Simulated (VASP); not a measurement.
A run of VASP 6.6.1 is set up as follows.

Contents of INCAR:

```
PREC     = Accurate       # precision mode
ENCUT    = 520            # plane-wave cutoff, eV
EDIFF    = 1E-7           # SCF threshold, eV
ISMEAR   = -1             # smearing method
SIGMA    = 0.02           # smearing width, eV
LREAL    = False          # projectors in reciprocal space
LASPH    = True           # aspherical terms in the spheres
NELM     = 100            # most SCF steps
ALGO     = Normal         # electronic algorithm
ISIF     = 2              # what is computed and relaxed
LWAVE    = False          # write WAVECAR
LCHARG   = False          # write CHGCAR
GGA      = PE             # functional
NBANDS   = 11             # bands
```

KPOINTS

```
Automatic mesh
0
Gamma
  16 16 16
```

POSCAR

```
BP
1.0
    0.0000000000      2.2840269280      2.2840269280
    2.2840269280      0.0000000000      2.2840269280
    2.2840269280      2.2840269280      0.0000000000
B P
1 1
Direct
    0.0000000000      0.0000000000      0.0000000000
    0.2500000000      0.2500000000      0.2500000000
```

Potentials or basis: VASP PAW PBE potentials, release 64 (B, P).

Launch:

```console
$ cat potpaw_PBE.64/B/POTCAR potpaw_PBE.64/P/POTCAR > POTCAR
$ mpirun -np 1 vasp_std > vasp.out
```

Question: Estimate the pressure.

Answer: -2.3 GPa.

Question: What does it give for the band gap on the k mesh?

Answer: 1.28 eV, indirect (least direct gap 3.37 eV).

 A k mesh can miss the band edges.
